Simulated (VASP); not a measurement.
# Ta9Al (P1) in VASP: relaxation of cell and atoms with PBE

Aim: the relaxation of cell and atoms of Ta9Al with PBE.

Everything below comes from runs of VASP 6.6.1. Logs are shortened: lines on timing, memory, paths and dates and some standing lists are left out, and cuts for length are marked.

## Step 1: The cell of the first run

The typed cell holds 20 atoms: a = 7.212 Å, b = 7.212 Å, c = 7.212 Å, α = 80.92°, β = 80.92°, γ = 80.92°.

## Step 2: Relaxation of cell and atoms, PBE

The input, INCAR:

```
  PREC = Accurate
  ENCUT = 600
  EDIFF = 1E-6
  ISMEAR = 0
  SIGMA = 0.1
  LREAL = Auto
  LASPH = True
  NELM = 80
  ALGO = Fast
  ISIF = 3
  LWAVE = False
  LCHARG = False
  GGA = PE
  IBRION = 2
  NSW = 70
  EDIFFG = -0.04
  ISYM = 0
```

The input, KPOINTS:

```
Automatic mesh
0
Gamma
  2 2 2
  0.5 0.5 0.5
```

The input, POSCAR:

```
Ta9Al
1.0
   -4.9638729300      4.9638729300     -1.6546243100
   -4.9638729300     -1.6546243100      4.9638729300
    1.6546243100      4.9638729300      4.9638729300
Al Ta
2 18
Direct
    0.2025006570      0.1950523811      0.1946959776
    0.7019111803      0.2003061421      0.6997465952
    0.0000002877      0.9994237210      0.0046160177
    0.4946405460      0.5038699974      0.0002034994
    0.6008467762      0.0950008153      0.1048069740
    0.1018544348      0.5956210255      0.1013542745
    0.7001610977      0.7004539357      0.2015309096
    0.8011896664      0.2981102658      0.2999435827
    0.2953259506      0.8029884275      0.2970950324
    0.3999509710      0.3997584223      0.3988407170
    0.5005241094      0.9975513181      0.4987744233
    0.0010122609      0.4999499785      0.5040500348
    0.1000671550      0.1037335923      0.5949195040
    0.9051014501      0.9041899113      0.4017739685
    0.6005194093      0.5990502023      0.5978128195
    0.1971139438      0.7011848300      0.7028503338
    0.3020331519      0.3023540570      0.7980844569
    0.8046341816      0.7993961866      0.7966523741
    0.8982794183      0.4033814753      0.8977142544
    0.3971139048      0.9003962416      0.9011140881
```

Potentials or basis: VASP PAW PBE potentials, release 64 (Al, Ta_pv).

Command:

```bash
$ cat potpaw_PBE.64/Al/POTCAR potpaw_PBE.64/Ta_pv/POTCAR > POTCAR
$ mpirun -np 1 vasp_std > vasp.out
```

OUTCAR:

```text
PREC = Accurate
   ENCUT = 600
   EDIFF = 1E-6
   ISMEAR = 0
   LREAL = Auto
   LASPH = True
   NELM = 80
   ISIF = 3
   GGA = PE
   IBRION = 2
   NSW = 70
   EDIFFG = -0.04
   ISYM = 0

 ion  position               nearest neighbor table
   1  0.203  0.195  0.195-   9 2.81   3 2.81   5 2.85  17 2.85  13 2.86   6 2.86   8 2.88  10 2.90
                            20 3.24  14 3.26   4 3.31  11 3.32  19 3.33  12 3.38
   2  0.702  0.200  0.700-  19 2.85  13 2.86  15 2.86   8 2.86  17 2.87  18 2.87  11 2.89   5 2.91
                            14 3.29  12 3.30  10 3.32   3 3.33  20 3.33   4 3.34
   3  0.000  0.999  0.005-   1 2.81  14 2.84  20 2.85   5 2.86  18 2.88   6 2.89  19 2.90  13 2.93
                             9 3.24   8 3.28   7 3.30  16 3.30   2 3.33  17 3.34
   4  0.495  0.504  0.000-   6 2.81  20 2.84  17 2.85  10 2.86   7 2.88  15 2.88  19 2.89   5 2.94
                            16 3.28   9 3.29   1 3.31   2 3.34  18 3.34   8 3.35
   5  0.601  0.095  0.105-  11 2.82   7 2.83   1 2.85   3 2.86   8 2.86  20 2.88   2 2.91   4 2.94
                             9 3.29  14 3.30  10 3.31  18 3.33  17 3.35  19 3.35
   6  0.102  0.596  0.101-   4 2.81   9 2.85  16 2.86  19 2.86   1 2.86  12 2.88   7 2.88   3 2.89
                            10 3.28  17 3.29   8 3.30  20 3.31  18 3.33  14 3.35
   7  0.700  0.700  0.202-   5 2.83  15 2.84   8 2.88   6 2.88   4 2.88   9 2.90  18 2.90  14 2.91
                            11 3.28   3 3.30  10 3.31  19 3.31  20 3.33  12 3.33
   8  0.801  0.298  0.300-  14 2.83   5 2.86   2 2.86  10 2.87   7 2.88   1 2.88  19 2.88  12 2.89
                            13 3.27   3 3.28   6 3.30  15 3.30  11 3.31   4 3.35
   9  0.295  0.803  0.297-  14 2.81   1 2.81  20 2.84   6 2.85  11 2.87  10 2.89   7 2.90  16 2.90
[... 9 lines left out ...]
  14  0.905  0.904  0.402-   9 2.81  13 2.81   8 2.83  18 2.84   3 2.84  11 2.89  12 2.89   7 2.91
                             1 3.26  16 3.28   2 3.29   5 3.30   6 3.35  15 3.35
  15  0.601  0.599  0.598-   7 2.84  11 2.85  10 2.86   2 2.86  12 2.86  18 2.88   4 2.88  16 2.90
                            17 3.29  19 3.29   8 3.30  20 3.34   9 3.35  14 3.35
  16  0.197  0.701  0.703-  18 2.81  12 2.85  20 2.85   6 2.86  17 2.86  13 2.89  15 2.90   9 2.90
                             4 3.28  14 3.28  19 3.28   3 3.30  11 3.32  10 3.34
  17  0.302  0.302  0.798-   4 2.85   1 2.85  10 2.86  16 2.86   2 2.87  20 2.88  13 2.88  19 2.89
                            12 3.28  15 3.29   6 3.29  11 3.33   3 3.34   5 3.35
  18  0.805  0.799  0.797-  16 2.81  19 2.83  14 2.84   2 2.87  15 2.88   3 2.88   7 2.90  20 2.92
                            12 3.26  13 3.31  11 3.32   6 3.33   5 3.33   4 3.34
  19  0.898  0.403  0.898-  12 2.82  18 2.83   2 2.85   6 2.86   8 2.88  17 2.89   4 2.89   3 2.90
                            16 3.28  15 3.29   7 3.31  13 3.32   1 3.33   5 3.35
  20  0.397  0.900  0.901-   9 2.84   4 2.84   3 2.85  16 2.85   5 2.88  17 2.88  11 2.88  18 2.92
                             1 3.24   6 3.31   7 3.33  13 3.33   2 3.33  15 3.34

IMPORTANT INFORMATION: All symmetrisations will be switched off!
NOSYMM: (Re-)initialisation of all symmetry stuff for point group C_1.

----------------------------------------------------------------------------------------

                                     Primitive cell

  volume of cell :     362.4000

  direct lattice vectors                    reciprocal lattice vectors
    -4.963872930  4.963872930 -1.654624310    -0.090655020  0.090655020 -0.060436680
    -4.963872930 -1.654624310  4.963872930    -0.090655020 -0.060436680  0.090655020
     1.654624310  4.963872930  4.963872930     0.060436680  0.090655020  0.090655020

  length of vectors
     7.212340157  7.212340157  7.212340157     0.141736578  0.141736578  0.141736578

  position of ions in fractional coordinates (direct lattice)
     0.202500657  0.195052381  0.194695978
     0.701911180  0.200306142  0.699746595
     0.000000288  0.999423721  0.004616018
     0.494640546  0.503869997  0.000203499
     0.600846776  0.095000815  0.104806974
     0.101854435  0.595621026  0.101354274
[... 12 lines left out ...]
     0.898279418  0.403381475  0.897714254
     0.397113905  0.900396242  0.901114088

  ion indices of the primitive-cell ions
   primitive index   ion index
                 1           1
                 2           2
                 3           3
                 4           4
                 5           5
                 6           6
[... 12 lines left out ...]
                19          19
                20          20

----------------------------------------------------------------------------------------

 KPOINTS: Automatic mesh

Automatic generation of k-mesh.
 Grid dimensions read from file:
 generate k-points for:    2    2    2

 Generating k-lattice:

  Cartesian coordinates                     Fractional coordinates (reciprocal lattice)
    -0.045327510  0.045327510 -0.030218340     0.500000000 -0.000000000 -0.000000000
    -0.045327510 -0.030218340  0.045327510    -0.000000000  0.500000000  0.000000000
     0.030218340  0.045327510  0.045327510    -0.000000000  0.000000000  0.500000000

  Length of vectors
     0.070868289  0.070868289  0.070868289

  Shift w.r.t. Gamma in fractional coordinates (k-lattice)
     0.500000000  0.500000000  0.500000000

 Subroutine IBZKPT returns following result:
 ===========================================

 Found      4 irreducible k-points:

 Following reciprocal coordinates:
            Coordinates               Weight
  0.250000  0.250000  0.250000      2.000000
 -0.250000  0.250000  0.250000      2.000000
  0.250000 -0.250000  0.250000      2.000000
  0.250000  0.250000 -0.250000      2.000000
   k-points           NKPTS =      4   k-points in BZ     NKDIM =      4   number of bands    NBANDS=    122
   number of dos      NEDOS =    301   number of ions     NIONS =     20
   total plane-waves  NPLWV = 216000
   dimension x,y,z NGX =    60 NGY =   60 NGZ =   60
   dimension x,y,z NGXF=   120 NGYF=  120 NGZF=  120
   ions per type =               2  18
   NGX,Y,Z   is equivalent  to a cutoff of  13.83, 13.83, 13.83 a.u.
   NGXF,Y,Z  is equivalent  to a cutoff of  27.66, 27.66, 27.66 a.u.
 SYSTEM =  unknown system
   PREC   = accura    normal or accurate (medium, high low for compatibility)
   ISTART =      0    job   : 0-new  1-cont  2-samecut
   ICHARG =      2    charge: 1-file 2-atom 10-const
   ISPIN  =      1    spin polarized calculation?
   LNONCOLLINEAR =      F non collinear calculations
   LSORBIT =      F    spin-orbit coupling
   LASPH  =      T    aspherical Exc in radial PAW
   ENCUT  =  600.0 eV  44.10 Ry    6.64 a.u.  14.40 14.40 14.40*2*pi/ulx,y,z
   NELM   =     80;   NELMIN=  2; NELMDL= -5     # of ELM steps
   EDIFF  = 0.1E-05   stopping-criterion for ELM
   LREAL  =      T    real-space projection
   EDIFFG = -.4E-01   stopping-criterion for IOM
   NSW    =     70    number of steps for IOM
   IBRION =      2    ionic relax: 0-MD 1-quasi-New 2-CG
   NFREE  =      1    steps in history (QN), initial steepest desc. (CG)
   ISIF   =      3    stress and relaxation
   ISYM   =      0    0-nonsym 1-usesym 2-fastsym
   POTIM  = 0.5000    time-step for ionic-motion
   TEBEG  =    0.0;   TEEND  =   0.0 temperature during run
   PSTRESS=    0.0 pullay stress
   NELECT =     204.0000    total number of electrons
   NUPDOWN=      -1.0000    fix difference up-down
   EMIN   =  10.00;   EMAX   =-10.00  energy-range for DOS
   EFERMI =   0.00;   METHOD = LEGACY
   ISMEAR =     0;   SIGMA  =   0.10  broadening in eV -4-tet -1-fermi 0-gaus
   EFERMI_NEDOS =   21; number of points for ismear=-14 and -15
   IALGO  =     68    algorithm
   IMIX   =      4    mixing-type and parameters
     AMIX     =   0.40;   BMIX     =  1.00
     AMIX_MAG =   1.60;   BMIX_MAG =  1.00
  volume/ion in A,a.u.               =      18.12       122.28
  Fermi-wavevector in a.u.,A,eV,Ry     =   1.351726  2.554393 24.860082  1.827164
  Thomas-Fermi vector in A             =   2.479124
   LORBIT       =      0    0 simple, 1 ext, 2 COOP (PROOUT), +10 PAW based schemes
   GGA     = PE    functional components
   LHFCALC =     F    Hartree Fock is set to
   AEXX    =    0.0000 exact exchange contribution
   IVDW    =     0    specifies the selected vdW correction
   LEPSILON=     F    determine dielectric tensor
   LRPA    =     F    only Hartree local field effects (RPA)
 conjugate gradient relaxation of ions
 non-spin polarized calculation
 RMM-DIIS sequential band-by-band and
 Gauss-broadening in eV      SIGMA  =   0.10
  energy-cutoff  :      600.00
  volume of cell :      362.40
 maximum number of plane-waves:     12118
 NGX is ok and might be reduce to    60
   NGX = 29   NGY = 29   NGZ = 29

--------------------------------------- Ionic step        1  -------------------------------------------

 number of electron     204.0000004 magnetization

 Free energy of the ion-electron system (eV)
  ---------------------------------------------------
  ext. energy  EPLUGINS =         0.00000000
  ---------------------------------------------------
  free energy    TOTEN  =      -220.27518073 eV

  energy without entropy =     -220.12826283  energy(sigma->0) =     -220.20172178

------------------------ aborting loop because EDIFF is reached ----------------------------------------

  FORCE on cell =-STRESS in cart. coord.  units (eV):
  Direction    XX          YY          ZZ          XY          YZ          ZX
  --------------------------------------------------------------------------------------
  -------------------------------------------------------------------------------------
  Total       -2.8807967     -0.2225585     -2.5119658     -3.0250229      2.7881888     -2.1241683
  in kB      -12.7360574     -0.9839354    -11.1054488    -13.3736839     12.3266358     -9.3909885
  external PRESSURE =      -8.2751472 kB  Pullay stress =       0.0000000 kB
[... 143 lines left out ...]
  FREE ENERGIE OF THE ION-ELECTRON SYSTEM (eV)
  ---------------------------------------------------
  free  energy   TOTEN  =      -220.4726400252 eV

  energy  without entropy=     -220.3513936000  energy(sigma->0) =     -220.41201681

[... ionic steps 4 to 8 ...]

--------------------------------------- Ionic step        9  -------------------------------------------

 number of electron     204.0000011 magnetization

------------------------ aborting loop because EDIFF is reached ----------------------------------------
[... 103 lines left out ...]
--------------------------------------- Ionic step       11  -------------------------------------------

 number of electron     204.0000011 magnetization

 Free energy of the ion-electron system (eV)
  ---------------------------------------------------
  ext. energy  EPLUGINS =         0.00000000
  ---------------------------------------------------
  free energy    TOTEN  =      -220.52251353 eV

  energy without entropy =     -220.41384594  energy(sigma->0) =     -220.46817973

 E-fermi :   5.6505     XC(G=0): -12.3514

 val. band max:        5.5933949713   @ k =   0.2500   0.2500  -0.2500
 cond. band min:       5.6667506760   @ k =   0.2500   0.2500   0.2500
 fundamental gap:      0.0733557047
 Fermi energy:         5.6505322086

 k-point     1 :       0.2500    0.2500    0.2500
  band No.  band energies     occupation
      1     -28.6047      2.00000
      2     -28.5857      2.00000
      3     -28.5758      2.00000
      4     -28.5485      2.00000
      5     -28.5472      2.00000
      6     -28.5438      2.00000
[... 106 lines left out ...]
    113       7.1999      0.00000
    114       7.2218      0.00000

 k-point     2 :      -0.2500    0.2500    0.2500
  band No.  band energies     occupation
      1     -28.5779      2.00000
      2     -28.5693      2.00000
      3     -28.5307      2.00000
      4     -28.5229      2.00000
      5     -28.5061      2.00000
      6     -28.4973      2.00000
[... 106 lines left out ...]
    113       7.0817      0.00000
    114       7.5793      0.00000

 k-point     3 :       0.2500   -0.2500    0.2500
  band No.  band energies     occupation
      1     -28.5657      2.00000
      2     -28.5634      2.00000
      3     -28.5468      2.00000
      4     -28.5420      2.00000
      5     -28.5068      2.00000
      6     -28.5050      2.00000
[... 106 lines left out ...]
    113       7.0970      0.00000
    114       7.5458      0.00000

 k-point     4 :       0.2500    0.2500   -0.2500
  band No.  band energies     occupation
      1     -28.5778      2.00000
      2     -28.5693      2.00000
      3     -28.5310      2.00000
      4     -28.5229      2.00000
      5     -28.5060      2.00000
      6     -28.4974      2.00000
[... 106 lines left out ...]
    113       7.0797      0.00000
    114       7.5772      0.00000
 [bands above 114 left out]

------------------------ aborting loop because EDIFF is reached ----------------------------------------

  FORCE on cell =-STRESS in cart. coord.  units (eV):
  Direction    XX          YY          ZZ          XY          YZ          ZX
  --------------------------------------------------------------------------------------
  -------------------------------------------------------------------------------------
  Total        0.3883708      0.3725039      0.3640741      0.0134999     -0.0325611     -0.0545184
  in kB        1.7274993      1.6569222      1.6194260      0.0600486     -0.1448339     -0.2425014
  external PRESSURE =       1.6679492 kB  Pullay stress =       0.0000000 kB
[... 35 lines left out ...]
  FREE ENERGIE OF THE ION-ELECTRON SYSTEM (eV)
  ---------------------------------------------------
  free  energy   TOTEN  =      -220.5225135255 eV

  energy  without entropy=     -220.4138459402  energy(sigma->0) =     -220.46817973

 reached required accuracy - stopping structural energy minimisation
```

Wall time 43 min (1 thread of Intel Xeon Platinum 8375C at 2.90GHz (Ice Lake), shared host); peak memory 0.64 GiB.

What came out:

```
Free energy                           : -220.5225 eV
Relaxed volume                        : 18.01 Å³/atom
Relaxed cell                          : a = 7.229 Å, b = 7.180 Å, c = 7.231 Å, α = 80.45°, β = 79.31°, γ = 80.48°
Space group after relaxing (to 0.1 Å) : P2/m (No. 10)
Energy gained by relaxing             : 12.4 meV/atom
Ionic steps                           : 11
Pressure after relaxing               : 0.2 GPa
Largest force after relaxing          : 0.039 eV/Å
Band gap on the k mesh                : zero (bands 102 and 103 overlap by 0.01 eV)
```

Forces on the atoms (eV/Å):
```
Al  -0.014 -0.003  0.030
Al   0.004  0.004  0.009
Ta  -0.005  0.022  0.014
Ta  -0.011 -0.016  0.005
Ta   0.009 -0.004  0.003
Ta   0.009  0.008 -0.019
Ta  -0.004  0.010 -0.007
Ta   0.005 -0.039  0.000
Ta  -0.009 -0.002  0.011
Ta   0.002 -0.012 -0.001
Ta  -0.013  0.019  0.006
Ta  -0.014 -0.004 -0.014
Ta   0.031  0.022 -0.003
Ta   0.027  0.009 -0.010
Ta  -0.008 -0.017 -0.002
Ta   0.001 -0.005 -0.009
Ta   0.017  0.017  0.000
Ta  -0.013  0.005 -0.001
Ta   0.006 -0.014 -0.007
Ta  -0.021  0.000 -0.008
```

The path:
```csv
step,energy change (eV),largest force (eV/Å),pressure (GPa),volume (Å³)
1,0.0000,0.9656,-0.83,362.40
2,-0.1962,0.3170,1.57,357.46
3,-0.1975,0.2642,1.81,357.02
4,-0.1849,0.2134,-2.47,365.63
5,-0.2309,0.1438,-0.21,360.95
6,-0.2412,0.1015,-0.07,360.67
7,-0.2430,0.0999,0.03,360.49
8,-0.2453,0.0577,-0.05,360.62
9,-0.2466,0.0531,-0.15,360.79
10,-0.2470,0.0290,0.38,359.77
11,-0.2473,0.0392,0.17,360.20
```

Final structure:
```cif
data_structure
_symmetry_space_group_name_H-M 'P 1'
_symmetry_Int_Tables_number 1
_cell_length_a 7.2289
_cell_length_b 7.1803
_cell_length_c 7.2313
_cell_angle_alpha 80.449
_cell_angle_beta 79.309
_cell_angle_gamma 80.483
_cell_volume 360.20
loop_
_atom_site_label
_atom_site_type_symbol
_atom_site_fract_x
_atom_site_fract_y
_atom_site_fract_z
_atom_site_occupancy
Al1 Al 0.20101 0.19913 0.19793 1
Al2 Al 0.70095 0.19959 0.69982 1
Ta1 Ta 0.00220 0.00022 0.00129 1
Ta2 Ta 0.50172 0.49713 0.00216 1
Ta3 Ta 0.60269 0.09971 0.10173 1
Ta4 Ta 0.09779 0.59876 0.09831 1
Ta5 Ta 0.69988 0.70010 0.20017 1
Ta6 Ta 0.79925 0.30051 0.29845 1
Ta7 Ta 0.30205 0.80114 0.30200 1
Ta8 Ta 0.39785 0.39969 0.39719 1
Ta9 Ta 0.50256 0.00000 0.50222 1
Ta10 Ta 0.00155 0.49810 0.50243 1
Ta11 Ta 0.10263 0.10071 0.60052 1
Ta12 Ta 0.89835 0.90308 0.39811 1
Ta13 Ta 0.59789 0.59824 0.59853 1
Ta14 Ta 0.20008 0.70048 0.70007 1
Ta15 Ta 0.29871 0.30109 0.79694 1
Ta16 Ta 0.80179 0.80122 0.80217 1
Ta17 Ta 0.89798 0.39998 0.89801 1
Ta18 Ta 0.39786 0.90291 0.89853 1
```

Caveat: the k points lie up to 0.45 Å⁻¹ apart in the final cell; spin-orbit coupling is left out, which moves the levels of the heavy elements.

The gap in the log of VASP goes by the Fermi energy; the results here count the filled bands.